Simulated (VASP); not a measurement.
# CuF (P4/mmm) in VASP: notebook

Aim: see how the results for CuF move with the level of theory and the settings. Levels: HSE06, PBE-based screened hybrid with 25 % exact exchange. Tasks: single point.

Everything below comes from runs of VASP 6.6.1. Logs are shortened: lines on timing, memory, paths and dates and some standing lists are left out, and cuts for length are marked.

## 1. The cell of the first run

The typed cell holds 2 atoms: a = 2.765 Å, b = 2.765 Å, c = 2.769 Å, α = 90.00°, β = 90.00°, γ = 90.00°.

## 2. Single point, HSE06

The input, POSCAR:

```
CuF
1.0
    2.7650820817      0.0000000000      0.0000000000
    0.0000000000      2.7650820817      0.0000000000
    0.0000000000      0.0000000000      2.7686714761
Cu F
1 1
Direct
    0.0000000000      0.0000000000      0.0000000000
    0.5000000000      0.5000000000      0.5000000000
```

The input, INCAR.step1:

```
ALGO = Normal
EDIFF = 1E-5
ENCUT = 520
GGA = PE
ISIF = 2
ISMEAR = -1
LASPH = True
LCHARG = False
LREAL = False
LWAVE = True
NBANDS = 16
NELM = 80
PREC = Accurate
SIGMA = 0.05
```

The input, INCAR.step2:

```
ALGO = Normal
EDIFF = 1E-6
ENCUT = 520
GGA = PE
HFSCREEN = 0.2079
ISIF = 2
ISMEAR = -1
ISTART = 1
LASPH = True
LCHARG = False
LHFCALC = True
LREAL = False
LWAVE = False
NBANDS = 16
NELM = 80
PREC = Accurate
PRECFOCK = Normal
SIGMA = 0.05
```

The input, KPOINTS:

```
k-points
0
Gamma
  6 6 4
```

Potentials or basis: VASP PAW PBE potentials, release 64 (Cu, F).

Launch:

```bash
> cat potpaw_PBE.64/Cu/POTCAR potpaw_PBE.64/F/POTCAR > POTCAR
> cp INCAR.step1 INCAR
> mpirun -np 1 vasp_std > vasp.out
> cp INCAR.step2 INCAR
> mpirun -np 1 vasp_std > vasp.out
```

OUTCAR:

```text
EDIFF = 1E-6
   ENCUT = 520
   GGA = PE
   HFSCREEN = 0.2079
   ISIF = 2
   ISMEAR = -1
   ISTART = 1
   LASPH = True
   LHFCALC = True
   LREAL = False
   NELM = 80
   PREC = Accurate
   PRECFOCK = Normal

 ion  position               nearest neighbor table
   1  0.000  0.000  0.000-
   2  0.500  0.500  0.500-

  LATTYP: Found a simple tetragonal cell.
 ALAT       =     2.7650820817
 C/A-ratio  =     1.0012981150

  Lattice vectors:

 A1 = (   2.7650820817,   0.0000000000,   0.0000000000)
 A2 = (   0.0000000000,   2.7650820817,   0.0000000000)
 A3 = (   0.0000000000,   0.0000000000,   2.7686714761)

Analysis of symmetry for initial positions (statically):
=====================================================================
 Subroutine PRICEL returns:
 Original cell was already a primitive cell.

 Routine SETGRP: Setting up the symmetry group for a
 simple tetragonal supercell.

 Subroutine GETGRP returns: Found 16 space group operations
 (whereof 16 operations were pure point group operations)
 out of a pool of 16 trial point group operations.

The static configuration has the point symmetry D_4h.

Analysis of symmetry for dynamics (positions and initial velocities):
=====================================================================
 Subroutine PRICEL returns:
 Original cell was already a primitive cell.

 Routine SETGRP: Setting up the symmetry group for a
 simple tetragonal supercell.

 Subroutine GETGRP returns: Found 16 space group operations
 (whereof 16 operations were pure point group operations)
 out of a pool of 16 trial point group operations.

The dynamic configuration has the point symmetry D_4h.

 Subroutine INISYM returns: Found 16 space group operations
 (whereof 16 operations are pure point group operations),
 and found     1 'primitive' translations

----------------------------------------------------------------------------------------

                                     Primitive cell

  volume of cell :      21.1684

  direct lattice vectors                    reciprocal lattice vectors
     2.765082082  0.000000000  0.000000000     0.361652917  0.000000000  0.000000000
     0.000000000  2.765082082  0.000000000     0.000000000  0.361652917  0.000000000
     0.000000000  0.000000000  2.768671476     0.000000000  0.000000000  0.361184058

  length of vectors
     2.765082082  2.765082082  2.768671476     0.361652917  0.361652917  0.361184058

  position of ions in fractional coordinates (direct lattice)
     0.000000000  0.000000000  0.000000000
     0.500000000  0.500000000  0.500000000

  ion indices of the primitive-cell ions
   primitive index   ion index
                 1           1
                 2           2

----------------------------------------------------------------------------------------

 KPOINTS: k-points

Automatic generation of k-mesh.
 Grid dimensions read from file:
 generate k-points for:    6    6    4

 Generating k-lattice:

  Cartesian coordinates                     Fractional coordinates (reciprocal lattice)
     0.060275486  0.000000000  0.000000000     0.166666667  0.000000000  0.000000000
     0.000000000  0.060275486  0.000000000     0.000000000  0.166666667  0.000000000
     0.000000000  0.000000000  0.090296015     0.000000000  0.000000000  0.250000000

  Length of vectors
     0.060275486  0.060275486  0.090296015

  Shift w.r.t. Gamma in fractional coordinates (k-lattice)
     0.000000000  0.000000000  0.000000000

 Subroutine IBZKPT returns following result:
 ===========================================

 Found     30 irreducible k-points:

 Following reciprocal coordinates:
            Coordinates               Weight
  0.000000  0.000000  0.000000      1.000000
  0.166667  0.000000  0.000000      4.000000
  0.333333  0.000000  0.000000      4.000000
  0.500000  0.000000  0.000000      2.000000
  0.166667  0.166667  0.000000      4.000000
  0.333333  0.166667  0.000000      8.000000
[... 16 lines left out ...]
  0.333333  0.000000  0.500000      4.000000
  0.500000  0.000000  0.500000      2.000000
 [... further k-points ...]
   k-points           NKPTS =     30   k-points in BZ     NKDIM =    144   number of bands    NBANDS=     16
   number of dos      NEDOS =    301   number of ions     NIONS =      2
   total plane-waves  NPLWV =  13824
   dimension x,y,z NGX =    24 NGY =   24 NGZ =   24
   dimension x,y,z NGXF=    48 NGYF=   48 NGZF=   48
   ions per type =               1   1
   NGX,Y,Z   is equivalent  to a cutoff of  14.43, 14.43, 14.41 a.u.
   NGXF,Y,Z  is equivalent  to a cutoff of  28.86, 28.86, 28.82 a.u.
 SYSTEM =  unknown system
   PREC   = accura    normal or accurate (medium, high low for compatibility)
   ISTART =      1    job   : 0-new  1-cont  2-samecut
   ICHARG =      0    charge: 1-file 2-atom 10-const
   ISPIN  =      1    spin polarized calculation?
   LNONCOLLINEAR =      F non collinear calculations
   LSORBIT =      F    spin-orbit coupling
   LASPH  =      T    aspherical Exc in radial PAW
   ENCUT  =  520.0 eV  38.22 Ry    6.18 a.u.   5.14  5.14  5.15*2*pi/ulx,y,z
   NELM   =     80;   NELMIN=  2; NELMDL=  0     # of ELM steps
   EDIFF  = 0.1E-05   stopping-criterion for ELM
   LREAL  =      F    real-space projection
   EDIFFG = 0.1E-04   stopping-criterion for IOM
   NSW    =      0    number of steps for IOM
   IBRION =     -1    ionic relax: 0-MD 1-quasi-New 2-CG
   NFREE  =      0    steps in history (QN), initial steepest desc. (CG)
   ISIF   =      2    stress and relaxation
   ISYM   =      3    0-nonsym 1-usesym 2-fastsym
   POTIM  = 0.5000    time-step for ionic-motion
   TEBEG  =    0.0;   TEEND  =   0.0 temperature during run
   PSTRESS=    0.0 pullay stress
   NELECT =      18.0000    total number of electrons
   NUPDOWN=      -1.0000    fix difference up-down
   EMIN   =  10.00;   EMAX   =-10.00  energy-range for DOS
   EFERMI =   0.00;   METHOD = LEGACY
   ISMEAR =    -1;   SIGMA  =   0.05  broadening in eV -4-tet -1-fermi 0-gaus
   EFERMI_NEDOS =   21; number of points for ismear=-14 and -15
   IALGO  =     38    algorithm
   IMIX   =      1    mixing-type and parameters
     AMIX     =   0.40;   BMIX     =  1.00
     AMIX_MAG =   1.60;   BMIX_MAG =  1.00
  volume/ion in A,a.u.               =      10.58        71.43
  Fermi-wavevector in a.u.,A,eV,Ry     =   1.550969  2.930907 32.728888  2.405505
  Thomas-Fermi vector in A             =   2.655556
   LORBIT       =      0    0 simple, 1 ext, 2 COOP (PROOUT), +10 PAW based schemes
   GGA     = PE    functional components
   LHFCALC =     T    Hartree Fock is set to
   PRECFOCK=normal    Normal, Fast or Accurate (Low or Medium for compatibility)
   ENCUT4O =  -1.0   cutoff for four orbital integrals eV
   NKREDX  =     1    reduce k-point grid by
   NKREDY  =     1    reduce k-point grid by
   NKREDZ  =     1    reduce k-point grid by
   AEXX    =    0.2500 exact exchange contribution
   HFSCREEN=    0.2079 screening length (either q_TF or 0.3 A-1)
   HFSCREENC=   0.2079 screening length for correlation (either q_TF or 0.3 A-1)
   ENCUTFOCK=  -1.0 apply spherical cutoff to Coloumb kernel
   IVDW    =     0    specifies the selected vdW correction
   LEPSILON=     F    determine dielectric tensor
   LRPA    =     F    only Hartree local field effects (RPA)
 non-spin polarized calculation
  energy-cutoff  :      520.00
  volume of cell :       21.17
 maximum number of plane-waves:       587
 NGX is ok and might be reduce to    24
  NGX = 16; NGY = 16; NGZ = 16

 number of electron      18.0000018 magnetization

 Free energy of the ion-electron system (eV)
  ---------------------------------------------------
  ext. energy  EPLUGINS =         0.00000000
  ---------------------------------------------------
  free energy    TOTEN  =        -8.75604319 eV

  energy without entropy =       -8.75326078  energy(sigma->0) =       -8.75465198

 E-fermi :   3.4626     XC(G=0):  -9.4635

 val. band max:        3.3474418226   @ k =   0.5000   0.5000   0.5000
 cond. band min:       4.5470446378   @ k =   0.1667   0.0000   0.0000
 fundamental gap:      1.1996028152
 Fermi energy:         3.4625877239

 k-point     1 :       0.0000    0.0000    0.0000
  band No.  band energies     occupation
      1     -22.5056      2.00000
      2      -1.2777      2.00000
      3      -1.2591      2.00000
      4      -1.2591      2.00000
      5       1.3161      2.00000
      6       1.3208      2.00000
[... 8 lines left out ...]
     15      22.7880      0.00000
     16      36.5766      0.00000

 k-point     2 :       0.1667    0.0000    0.0000
  band No.  band energies     occupation
      1     -22.4101      2.00000
      2      -2.4130      2.00000
      3      -1.3187      2.00000
      4      -1.3017      2.00000
      5       1.3757      2.00000
      6       1.7331      2.00000
[... 8 lines left out ...]
     15      25.6716      0.00000
     16      32.1056      0.00000

 k-point     3 :       0.3333    0.0000    0.0000
  band No.  band energies     occupation
      1     -22.2117      2.00000
      2      -3.9752      2.00000
      3      -1.4001      2.00000
      4      -1.3852      2.00000
      5       1.4896      2.00000
      6       2.4884      2.00000
[... 8 lines left out ...]
     15      28.1653      0.00000
     16      29.5653      0.00000

 k-point     4 :       0.5000    0.0000    0.0000
  band No.  band energies     occupation
      1     -22.1094      2.00000
      2      -4.6038      2.00000
      3      -1.4406      2.00000
      4      -1.4264      2.00000
      5       1.5475      2.00000
      6       2.7772      2.00000
[... 8 lines left out ...]
     15      26.3622      0.00000
     16      32.1642      0.00000
[... 324 lines left out ...]
 k-point    22 :       0.1667    0.0000    0.5000
  band No.  band energies     occupation
      1     -22.0444      2.00000
      2      -4.3155      2.00000
      3      -1.9225      2.00000
      4      -1.2889      2.00000
      5       1.6707      2.00000
      6       2.5819      2.00000
[... 8 lines left out ...]
     15      28.8139      0.00000
     16      30.1568      0.00000

 k-point    23 :       0.3333    0.0000    0.5000
  band No.  band energies     occupation
      1     -21.9049      2.00000
      2      -3.6627      2.00000
      3      -2.8529      2.00000
      4      -0.9718      2.00000
      5       1.7324      2.00000
      6       2.0462      2.00000
[... 8 lines left out ...]
     15      29.8175      0.00000
     16      30.1996      0.00000

 k-point    24 :       0.5000    0.0000    0.5000
  band No.  band energies     occupation
      1     -21.8327      2.00000
      2      -3.2893      2.00000
      3      -3.2842      2.00000
      4      -0.7876      2.00000
      5       1.6391      2.00000
      6       1.8472      2.00000
[... 8 lines left out ...]
     15      29.2508      0.00000
     16      29.2542      0.00000

 [... further k-points ...]
[... 5 lines left out ...]
  --------------------------------------------------------------------------------------
  -------------------------------------------------------------------------------------
  Total       -0.0402203     -0.0402203     -0.0518511      0.0000000      0.0000000      0.0000000
  in kB       -3.0441638     -3.0441638     -3.9244707      0.0000000      0.0000000      0.0000000
  external PRESSURE =      -3.3375994 kB  Pullay stress =       0.0000000 kB

 VOLUME and BASIS-vectors are now :
 -----------------------------------------------------------------------------
  energy-cutoff  :      520.00
  volume of cell :       21.17
      direct lattice vectors                 reciprocal lattice vectors
     2.765082082  0.000000000  0.000000000     0.361652917  0.000000000  0.000000000
     0.000000000  2.765082082  0.000000000     0.000000000  0.361652917  0.000000000
     0.000000000  0.000000000  2.768671476     0.000000000  0.000000000  0.361184058

 POSITION                                       TOTAL-FORCE (eV/Angst)
 -----------------------------------------------------------------------------------
      0.00000      0.00000      0.00000         0.000000      0.000000      0.000000
      1.38254      1.38254      1.38434         0.000000      0.000000      0.000000
 -----------------------------------------------------------------------------------
    total drift:                                0.000000     -0.000001      0.000002

  FREE ENERGIE OF THE ION-ELECTRON SYSTEM (eV)
  ---------------------------------------------------
  free  energy   TOTEN  =        -8.7560431876 eV

  energy  without entropy=       -8.7532607762  energy(sigma->0) =       -8.75465198
```

It took 16 min on 1 thread of Intel Xeon Platinum 8175M at 2.50GHz (Skylake/Cascade Lake), shared host; peak memory 0.25 GiB.

What came out:

- Free energy: -8.7560 eV
- Pressure: -0.3 GPa
- Band gap on the k mesh: zero (bands 9 and 10 overlap by 0.03 eV)

Levels at points of the mesh, in eV from the Fermi level:
```
           k point  band 5  band 6  band 7  band 8  band 9  band 10  band 11  band 12  band 13  band 14
(0.00, 0.00, 0.00)   -2.15   -2.14   -0.73   -0.73   -0.72    -0.15    17.28    17.30    19.28    19.33
(0.50, 0.00, 0.00)   -1.92   -0.69   -0.60   -0.48   -0.48     6.03     6.90    18.84    18.89    19.11
(0.50, 0.50, 0.00)   -1.81   -1.62   -1.14   -1.14   -0.16     7.01    10.65    10.65    16.79    24.79
(0.00, 0.00, 0.50)   -1.92   -0.68   -0.60   -0.48   -0.48     6.03     6.88    18.88    18.88    19.12
(0.50, 0.00, 0.50)   -1.82   -1.62   -1.13   -1.13   -0.16     7.00    10.63    10.65    16.80    24.83
(0.50, 0.50, 0.50)   -0.33   -0.33   -0.33   -0.12   -0.12     8.86     8.86     8.87    13.95    20.60
```

Caveat: the k points lie up to 0.57 Å⁻¹ apart; the PAW data sets were made with another functional, which shifts forces and pressure a little.

## 3. Single point, PBE-based screened hybrid with 25 % exact exchange

The input, POSCAR:

```
CuF
1.0
    2.7662369625      0.0000000000      0.0000000000
    0.0000000000      2.7662369625      0.0000000000
    0.0000000000      0.0000000000      2.7702732098
Cu F
1 1
Direct
    0.0000000000      0.0000000000      0.0000000000
    0.5000000000      0.5000000000      0.5000000000
```

The input, INCAR.step1:

```
PREC = Accurate
ENCUT = 520
EDIFF = 1E-5
ISMEAR = -1
SIGMA = 0.05
LREAL = False
LASPH = True
NELM = 80
ALGO = Normal
ISIF = 2
LWAVE = True
LCHARG = False
NBANDS = 16
GGA = PE
```

The input, INCAR.step2:

```
PREC = Accurate
ENCUT = 520
EDIFF = 1E-6
ISMEAR = -1
SIGMA = 0.05
LREAL = False
LASPH = True
NELM = 80
ALGO = Normal
ISIF = 2
LWAVE = False
LCHARG = False
GGA = PE
LHFCALC = True
AEXX = 0.25
HFSCREEN = 0.3
PRECFOCK = Normal
NBANDS = 16
ISTART = 1
```

The input, KPOINTS:

```
regular mesh
0
Gamma
  6 6 4
```

Potentials or basis: VASP PAW PBE potentials, release 64 (Cu, F).

Launch:

```bash
> cat potpaw_PBE.64/Cu/POTCAR potpaw_PBE.64/F/POTCAR > POTCAR
> cp INCAR.step1 INCAR
> mpirun -np 1 vasp_std > vasp.out
> cp INCAR.step2 INCAR
> mpirun -np 1 vasp_std > vasp.out
```

It took 19 min on 1 thread of Intel Xeon Platinum 8175M at 2.50GHz (Skylake/Cascade Lake), shared host; peak memory 0.24 GiB.

It converged, with:

* Free energy: -8.5369 eV
* Pressure: -0.3 GPa
* Band gap on the k mesh: zero (bands 9 and 10 overlap by 0.24 eV)

Levels at points of the mesh, in eV from the Fermi level:
| k point | band 7 | band 8 | band 9 | band 10 | band 11 | band 12 |
| --- | --- | --- | --- | --- | --- | --- |
| (0.00, 0.00, 0.00) | -0.71 | -0.71 | -0.71 | -0.36 | 16.99 | 17.02 |
| (0.50, 0.00, 0.00) | -0.58 | -0.47 | -0.46 | 5.76 | 6.58 | 18.53 |
| (0.50, 0.50, 0.00) | -1.11 | -1.11 | -0.15 | 6.72 | 10.35 | 10.35 |
| (0.00, 0.00, 0.50) | -0.59 | -0.46 | -0.46 | 5.77 | 6.56 | 18.57 |
| (0.50, 0.00, 0.50) | -1.11 | -1.11 | -0.15 | 6.70 | 10.33 | 10.35 |
| (0.50, 0.50, 0.50) | -0.32 | -0.12 | -0.12 | 8.59 | 8.59 | 8.60 |

Caveat: the k points lie up to 0.57 Å⁻¹ apart; the PAW data sets were made with another functional, which shifts forces and pressure a little.
